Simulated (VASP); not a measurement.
# Zr3CdN (Pm-3m) in VASP: single point with r2SCAN

Aim: the single point of Zr3CdN with r2SCAN.

Program: VASP 6.6.1. These are calculated values, not measurements. Logs are shortened: lines on timing, memory, paths and dates and some standing lists are left out, and cuts for length are marked.

## (1) The cell of the first run

The structure is cubic, space group Pm-3m (No. 221). The conventional cell has a = 4.498 Å, b = 4.498 Å, c = 4.498 Å, α = 90.00°, β = 90.00°, γ = 90.00°. Cd (site symmetry m-3m) has 12 Zr at 3.18 Å and 8 N at 3.90 Å within 4.2 Å. Within 3.0 Å of N (site symmetry m-3m) lie 6 Zr at 2.25 Å. Zr (site symmetry 4/mmm) has 2 N at 2.25 Å within 3.0 Å.

## (2) Single point, r2SCAN

File POSCAR:

```
Zr3CdN
1.0
    4.4980814705      0.0000000000      0.0000000000
    0.0000000000      4.4980814705      0.0000000000
    0.0000000000      0.0000000000      4.4980814705
Cd N Zr
1 1 3
Direct
    0.0000000000      0.0000000000      0.0000000000
    0.5000000000      0.5000000000      0.5000000000
    0.5000000000      0.5000000000      0.0000000000
    0.0000000000      0.5000000000      0.5000000000
    0.5000000000      0.0000000000      0.5000000000
```

File INCAR.step1:

```
SYSTEM = Zr3CdN
ALGO = Normal
EDIFF = 1E-5
ENCUT = 660
GGA = PE
GGA_COMPAT = .FALSE.
ISMEAR = -1
LASPH = .TRUE.
LCHARG = .FALSE.
LREAL = .FALSE.
LWAVE = .TRUE.
NBANDS = 34
NELM = 120
PREC = Accurate
SIGMA = 0.1
```

File INCAR.step2:

```
SYSTEM = Zr3CdN
ALGO = Normal
EDIFF = 1E-6
ENCUT = 660
GGA_COMPAT = .FALSE.
ISIF = 2
ISMEAR = -1
ISTART = 1
LASPH = .TRUE.
LCHARG = .FALSE.
LMIXTAU = .TRUE.
LREAL = .FALSE.
LWAVE = .FALSE.
METAGGA = R2SCAN
NBANDS = 34
NELM = 120
PREC = Accurate
SIGMA = 0.1
```

File KPOINTS:

```
k-points
0
G
  8 8 8
  0 0 0
```

Potentials or basis: VASP PAW PBE potentials, release 64 (Cd, N, Zr_sv).

Command:

```console
$ cat potpaw_PBE.64/Cd/POTCAR potpaw_PBE.64/N/POTCAR potpaw_PBE.64/Zr_sv/POTCAR > POTCAR
$ cp INCAR.step1 INCAR
$ mpirun -np 1 vasp_std > vasp.out
$ cp INCAR.step2 INCAR
$ mpirun -np 1 vasp_std > vasp.out
```

OUTCAR:

```text
SYSTEM = Zr3CdN
   EDIFF = 1E-6
   ENCUT = 660
   ISIF = 2
   ISMEAR = -1
   ISTART = 1
   LASPH = .TRUE.
   LREAL = .FALSE.
   METAGGA = R2SCAN
   NELM = 120
   PREC = Accurate

 ion  position               nearest neighbor table
   1  0.000  0.000  0.000-   3 3.18   4 3.18   5 3.18   4 3.18   5 3.18   3 3.18   4 3.18   4 3.18
                             3 3.18   5 3.18   5 3.18   3 3.18
   2  0.500  0.500  0.500-   3 2.25   4 2.25   5 2.25   3 2.25   5 2.25   4 2.25
   3  0.500  0.500  0.000-   2 2.25   2 2.25   4 3.18   5 3.18   1 3.18   4 3.18   5 3.18   1 3.18
                             5 3.18   5 3.18   1 3.18   4 3.18   4 3.18   1 3.18
   4  0.000  0.500  0.500-   2 2.25   2 2.25   3 3.18   5 3.18   1 3.18   3 3.18   1 3.18   5 3.18
                             1 3.18   1 3.18   3 3.18   5 3.18   3 3.18   5 3.18
   5  0.500  0.000  0.500-   2 2.25   2 2.25   3 3.18   4 3.18   1 3.18   3 3.18   1 3.18   3 3.18
                             4 3.18   3 3.18   1 3.18   4 3.18   1 3.18   4 3.18

  LATTYP: Found a simple cubic cell.
 ALAT       =     4.4980814705

  Lattice vectors:

 A1 = (   4.4980814705,   0.0000000000,   0.0000000000)
 A2 = (   0.0000000000,   4.4980814705,   0.0000000000)
 A3 = (   0.0000000000,   0.0000000000,   4.4980814705)

Analysis of symmetry for initial positions (statically):
=====================================================================
 Subroutine PRICEL returns:
 Original cell was already a primitive cell.

 Routine SETGRP: Setting up the symmetry group for a
 simple cubic supercell.

 Subroutine GETGRP returns: Found 48 space group operations
 (whereof 48 operations were pure point group operations)
 out of a pool of 48 trial point group operations.

The static configuration has the point symmetry O_h .

Analysis of symmetry for dynamics (positions and initial velocities):
=====================================================================
 Subroutine PRICEL returns:
 Original cell was already a primitive cell.

 Routine SETGRP: Setting up the symmetry group for a
 simple cubic supercell.

 Subroutine GETGRP returns: Found 48 space group operations
 (whereof 48 operations were pure point group operations)
 out of a pool of 48 trial point group operations.

The dynamic configuration has the point symmetry O_h .

 Subroutine INISYM returns: Found 48 space group operations
 (whereof 48 operations are pure point group operations),
 and found     1 'primitive' translations

----------------------------------------------------------------------------------------

                                     Primitive cell

  volume of cell :      91.0085

  direct lattice vectors                    reciprocal lattice vectors
     4.498081470  0.000000000  0.000000000     0.222317005  0.000000000  0.000000000
     0.000000000  4.498081470  0.000000000     0.000000000  0.222317005  0.000000000
     0.000000000  0.000000000  4.498081470     0.000000000  0.000000000  0.222317005

  length of vectors
     4.498081470  4.498081470  4.498081470     0.222317005  0.222317005  0.222317005

  position of ions in fractional coordinates (direct lattice)
     0.000000000  0.000000000  0.000000000
     0.500000000  0.500000000  0.500000000
     0.500000000  0.500000000  0.000000000
     0.000000000  0.500000000  0.500000000
     0.500000000  0.000000000  0.500000000

  ion indices of the primitive-cell ions
   primitive index   ion index
                 1           1
                 2           2
                 3           3
                 4           4
                 5           5

----------------------------------------------------------------------------------------

 KPOINTS: k-points

Automatic generation of k-mesh.
 Grid dimensions read from file:
 generate k-points for:    8    8    8

 Generating k-lattice:

  Cartesian coordinates                     Fractional coordinates (reciprocal lattice)
     0.027789626  0.000000000  0.000000000     0.125000000  0.000000000  0.000000000
     0.000000000  0.027789626  0.000000000     0.000000000  0.125000000  0.000000000
     0.000000000  0.000000000  0.027789626     0.000000000  0.000000000  0.125000000

  Length of vectors
     0.027789626  0.027789626  0.027789626

  Shift w.r.t. Gamma in fractional coordinates (k-lattice)
     0.000000000  0.000000000  0.000000000

 Subroutine IBZKPT returns following result:
 ===========================================

 Found     35 irreducible k-points:

 Following reciprocal coordinates:
            Coordinates               Weight
  0.000000  0.000000  0.000000      1.000000
  0.125000  0.000000  0.000000      6.000000
  0.250000  0.000000  0.000000      6.000000
  0.375000  0.000000  0.000000      6.000000
  0.500000  0.000000  0.000000      3.000000
  0.125000  0.125000  0.000000     12.000000
[... 16 lines left out ...]
  0.375000  0.375000  0.125000     24.000000
  0.500000  0.375000  0.125000     24.000000
 [... further k-points ...]
   k-points           NKPTS =     35   k-points in BZ     NKDIM =     35   number of bands    NBANDS=     34
   number of dos      NEDOS =    301   number of ions     NIONS =      5
   total plane-waves  NPLWV =  64000
   dimension x,y,z NGX =    40 NGY =   40 NGZ =   40
   dimension x,y,z NGXF=    80 NGYF=   80 NGZF=   80
   ions per type =               1   1   3
   NGX,Y,Z   is equivalent  to a cutoff of  14.78, 14.78, 14.78 a.u.
   NGXF,Y,Z  is equivalent  to a cutoff of  29.57, 29.57, 29.57 a.u.
 SYSTEM =  Zr3CdN
   PREC   = accura    normal or accurate (medium, high low for compatibility)
   ISTART =      1    job   : 0-new  1-cont  2-samecut
   ICHARG =      0    charge: 1-file 2-atom 10-const
   ISPIN  =      1    spin polarized calculation?
   LNONCOLLINEAR =      F non collinear calculations
   LSORBIT =      F    spin-orbit coupling
   LASPH  =      T    aspherical Exc in radial PAW
   ENCUT  =  660.0 eV  48.51 Ry    6.96 a.u.   9.42  9.42  9.42*2*pi/ulx,y,z
   NELM   =    120;   NELMIN=  2; NELMDL=  0     # of ELM steps
   EDIFF  = 0.1E-05   stopping-criterion for ELM
   LREAL  =      F    real-space projection
   EDIFFG = 0.1E-04   stopping-criterion for IOM
   NSW    =      0    number of steps for IOM
   IBRION =     -1    ionic relax: 0-MD 1-quasi-New 2-CG
   NFREE  =      0    steps in history (QN), initial steepest desc. (CG)
   ISIF   =      2    stress and relaxation
   ISYM   =      2    0-nonsym 1-usesym 2-fastsym
   POTIM  = 0.5000    time-step for ionic-motion
   TEBEG  =    0.0;   TEEND  =   0.0 temperature during run
   PSTRESS=    0.0 pullay stress
   NELECT =      53.0000    total number of electrons
   NUPDOWN=      -1.0000    fix difference up-down
   EMIN   =  10.00;   EMAX   =-10.00  energy-range for DOS
   EFERMI =   0.00;   METHOD = LEGACY
   ISMEAR =    -1;   SIGMA  =   0.10  broadening in eV -4-tet -1-fermi 0-gaus
   EFERMI_NEDOS =   21; number of points for ismear=-14 and -15
   IALGO  =     38    algorithm
   IMIX   =      4    mixing-type and parameters
     AMIX     =   0.40;   BMIX     =  1.00
     AMIX_MAG =   1.60;   BMIX_MAG =  1.00
  volume/ion in A,a.u.               =      18.20       122.83
  Fermi-wavevector in a.u.,A,eV,Ry     =   1.367118  2.583479 25.429463  1.869013
  Thomas-Fermi vector in A             =   2.493199
   LORBIT       =      0    0 simple, 1 ext, 2 COOP (PROOUT), +10 PAW based schemes
   METAGGA = R2SCAN    functional components
   LHFCALC =     F    Hartree Fock is set to
   AEXX    =    0.0000 exact exchange contribution
   IVDW    =     0    specifies the selected vdW correction
   LEPSILON=     F    determine dielectric tensor
   LRPA    =     F    only Hartree local field effects (RPA)
 non-spin polarized calculation
  energy-cutoff  :      660.00
  volume of cell :       91.01
 maximum number of plane-waves:      3544
 NGX is ok and might be reduce to    40
   NGX = 19   NGY = 19   NGZ = 19

 number of electron      52.9999998 magnetization

 Free energy of the ion-electron system (eV)
  ---------------------------------------------------
  ext. energy  EPLUGINS =         0.00000000
  ---------------------------------------------------
  free energy    TOTEN  =      -102.10468220 eV

  energy without entropy =     -102.01299921  energy(sigma->0) =     -102.05884070

 E-fermi :   8.4772     XC(G=0): -12.4097

 val. band max:        8.4767662238   @ k =   0.5000   0.3750   0.0000
 cond. band min:       8.5279318753   @ k =   0.5000   0.2500   0.2500
 fundamental gap:      0.0511656515
 Fermi energy:         8.4772450529

 k-point     1 :       0.0000    0.0000    0.0000
  band No.  band energies     occupation
      1     -42.4275      2.00000
      2     -42.2537      2.00000
      3     -42.2537      2.00000
      4     -20.1466      2.00000
      5     -20.1466      2.00000
      6     -20.1466      2.00000
[... 26 lines left out ...]
     33      10.8789      0.00000
     34      11.9480      0.00000

 k-point     2 :       0.1250    0.0000    0.0000
  band No.  band energies     occupation
      1     -42.4216      2.00000
      2     -42.2595      2.00000
      3     -42.2536      2.00000
      4     -20.1311      2.00000
      5     -20.1311      2.00000
      6     -20.1278      2.00000
[... 26 lines left out ...]
     33      11.6374      0.00000
     34      11.9449      0.00000

 k-point     3 :       0.2500    0.0000    0.0000
  band No.  band energies     occupation
      1     -42.4053      2.00000
      2     -42.2757      2.00000
      3     -42.2535      2.00000
      4     -20.0895      2.00000
      5     -20.0895      2.00000
      6     -20.0712      2.00000
[... 26 lines left out ...]
     33      12.0850      0.00000
     34      12.0850      0.00000
[... 704 lines left out ...]
 k-point    23 :       0.3750    0.3750    0.1250
  band No.  band energies     occupation
      1     -42.3445      2.00000
      2     -42.3021      2.00000
      3     -42.2858      2.00000
      4     -20.3761      2.00000
      5     -19.9700      2.00000
      6     -19.8462      2.00000
[... 26 lines left out ...]
     33      11.4707      0.00000
     34      11.9763      0.00000

 k-point    24 :       0.5000    0.3750    0.1250
  band No.  band energies     occupation
      1     -42.3314      2.00000
      2     -42.3105      2.00000
      3     -42.2903      2.00000
      4     -20.4014      2.00000
      5     -19.9943      2.00000
      6     -19.8270      2.00000
[... 26 lines left out ...]
     33      11.5631      0.00000
     34      11.6956      0.00000

 [... further k-points ...]

------------------------ aborting loop because EDIFF is reached ----------------------------------------

  FORCE on cell =-STRESS in cart. coord.  units (eV):
  Direction    XX          YY          ZZ          XY          YZ          ZX
  --------------------------------------------------------------------------------------
  -------------------------------------------------------------------------------------
  Total        0.1090612      0.1090612      0.1090612     -0.0000000      0.0000000      0.0000000
  in kB        1.9199894      1.9199894      1.9199894     -0.0000000      0.0000000      0.0000000
  external PRESSURE =       1.9199894 kB  Pullay stress =       0.0000000 kB

 VOLUME and BASIS-vectors are now :
 -----------------------------------------------------------------------------
  energy-cutoff  :      660.00
  volume of cell :       91.01
      direct lattice vectors                 reciprocal lattice vectors
     4.498081470  0.000000000  0.000000000     0.222317005  0.000000000  0.000000000
     0.000000000  4.498081470  0.000000000     0.000000000  0.222317005  0.000000000
     0.000000000  0.000000000  4.498081470     0.000000000  0.000000000  0.222317005

 POSITION                                       TOTAL-FORCE (eV/Angst)
 -----------------------------------------------------------------------------------
      0.00000      0.00000      0.00000         0.000000      0.000000      0.000000
      2.24904      2.24904      2.24904         0.000000      0.000000      0.000000
      2.24904      2.24904      0.00000         0.000000      0.000000      0.000000
      0.00000      2.24904      2.24904         0.000000      0.000000      0.000000
      2.24904      0.00000      2.24904         0.000000      0.000000      0.000000
 -----------------------------------------------------------------------------------
    total drift:                                0.000000     -0.000000     -0.000000

  FREE ENERGIE OF THE ION-ELECTRON SYSTEM (eV)
  ---------------------------------------------------
  free  energy   TOTEN  =      -102.1046821978 eV

  energy  without entropy=     -102.0129992083  energy(sigma->0) =     -102.05884070
```

Run time: 8.5 min. Hardware: 1 thread of Intel Xeon 8259CL, shared host; peak memory 0.35 GiB.

What came out:

* Free energy: -102.1047 eV
* Pressure: 0.2 GPa
* Band gap on the k mesh: zero (an odd number of electrons rules out a gap without spin polarisation)

Caveat: the PAW data sets were made with another functional, which shifts forces and pressure a little.

The gap in the log of VASP goes by the Fermi energy; the results here count the filled bands.